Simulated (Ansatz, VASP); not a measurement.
Zr2N: VASP beside Ansatz

```xyz
6
Lattice="5.7997 0.0000 0.0000 0.0000 5.7997 0.0000 0.0000 0.0000 3.2726" Properties=species:S:1:pos:R:3 pbc="T T T"
Zr    1.7182    1.7182    0.0000
Zr    4.0815    4.0815    0.0000
Zr    4.6180    1.1817    1.6363
Zr    1.1817    4.6180    1.6363
N     0.0000    0.0000    0.0000
N     2.8998    2.8998    1.6363
```

Change from the starting cell: strain +0.080 along x and y, +0.000 along z, atoms carried along.

Alike in both runs: task single point; functional PBEsol; k mesh 10 × 10 × 14; occupations gaussian, width 0.15 eV; no spin polarisation.

|  | VASP | Ansatz |
| --- | --- | --- |
| version | VASP 6.6.1 | Ansatz 0.2.0 |
| potentials or method | VASP PAW PBE potentials, release 64 (Zr_sv, N), cutoff 520 eV | scalar-relativistic, plane waves, PAW |
| valence electrons in the cell | 58 | 58 |

```tsv
	VASP	Ansatz	Ansatz less VASP
gap on the k mesh at the Fermi level (eV)	none	none	-
pressure (GPa)	-20.3	-20.5	-0.14
traceless stress, the component that is largest in VASP (GPa)	9.61	9.58	-0.023
rms of the force components (eV/Å)	0.290	0.293	+0.0039
```

VASP's potentials were made for PBE, not for PBEsol. Atom by atom the forces differ by 0.004 eV/Å (rms over components). A gap of «none» marks a metal or a gap that the smearing closes.
